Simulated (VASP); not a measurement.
Wanted: the native input for a VASP 6.6.1 run.

```
Task                   : single point
Functional             : r2SCAN
Potentials or basis    : VASP PAW PBE potentials, release 64 (Ba_sv, H)
Cutoff                 : 520 eV
k mesh                 : 4 × 8 × 4
Occupations            : fermi-dirac, width 0.02 eV
Spin                   : no spin polarisation
Dipole correction      : no
Further INCAR settings : ALGO = Normal; EDIFF = 1e-07; NBANDS = 36
```

The system is BaH2.

```
CELL_PARAMETERS angstrom
6.93574 0.00000 0.00000
0.00000 4.23097 0.00000
0.00000 0.00000 8.01579
ATOMIC_POSITIONS crystal
Ba 0.26095 0.25000 0.88775
Ba 0.23905 0.75000 0.38775
Ba 0.76095 0.25000 0.61225
Ba 0.73905 0.75000 0.11225
H 0.02793 0.25000 0.17710
H 0.47207 0.75000 0.67710
H 0.52793 0.25000 0.32290
H 0.97207 0.75000 0.82290
H 0.64450 0.25000 0.92850
H 0.85550 0.75000 0.42850
H 0.14450 0.25000 0.57150
H 0.35550 0.75000 0.07150
```

The input as run:

POSCAR

```
BaH2
1.0
    6.9357380900      0.0000000000      0.0000000000
    0.0000000000      4.2309671100      0.0000000000
    0.0000000000      0.0000000000      8.0157895900
Ba H
4 8
Direct
    0.2609459773      0.2500000000      0.8877526054
    0.2390540227      0.7500000000      0.3877526054
    0.7609459773      0.2500000000      0.6122473946
    0.7390540227      0.7500000000      0.1122473946
    0.0279256330      0.2500000000      0.1770959990
    0.4720743670      0.7500000000      0.6770959990
    0.5279256330      0.2500000000      0.3229040010
    0.9720743670      0.7500000000      0.8229040010
    0.6445024533      0.2500000000      0.9284982524
    0.8554975467      0.7500000000      0.4284982524
    0.1445024533      0.2500000000      0.5715017476
    0.3554975467      0.7500000000      0.0715017476
```

INCAR.step1

```
  ALGO = Normal
  EDIFF = 1E-4
  ENCUT = 520
  GGA = PE
  ISMEAR = -1
  LASPH = True
  LCHARG = False
  LREAL = False
  LWAVE = True
  NBANDS = 36
  NELM = 60
  PREC = Accurate
  SIGMA = 0.02
```

INCAR.step2

```
  ALGO = Normal
  EDIFF = 1E-7
  ENCUT = 520
  ISIF = 2
  ISMEAR = -1
  ISTART = 1
  LASPH = True
  LCHARG = False
  LMIXTAU = True
  LREAL = False
  LWAVE = False
  METAGGA = R2SCAN
  NBANDS = 36
  NELM = 60
  PREC = Accurate
  SIGMA = 0.02
```

KPOINTS

```
k-points
0
Gamma
  4 8 4
```

Potentials or basis: VASP PAW PBE potentials, release 64 (Ba_sv, H).

Launch:

```bash
$ cat potpaw_PBE.64/Ba_sv/POTCAR potpaw_PBE.64/H/POTCAR > POTCAR
$ cp INCAR.step1 INCAR
$ mpirun -np 1 vasp_std > vasp.out
$ cp INCAR.step2 INCAR
$ mpirun -np 1 vasp_std > vasp.out
```

Results of the run:

```
Pressure               : -1.3 GPa
Largest force          : 0.012 eV/Å
Band gap on the k mesh : 3.35 eV (least direct gap 3.82 eV)
```

Caveat: the PAW data sets were made with another functional, which shifts forces and pressure a little; spin-orbit coupling is left out, which moves the levels of the heavy elements.

It took 51 min on 1 thread of AMD EPYC 7R13, on a shared host, peak memory 0.51 GiB.
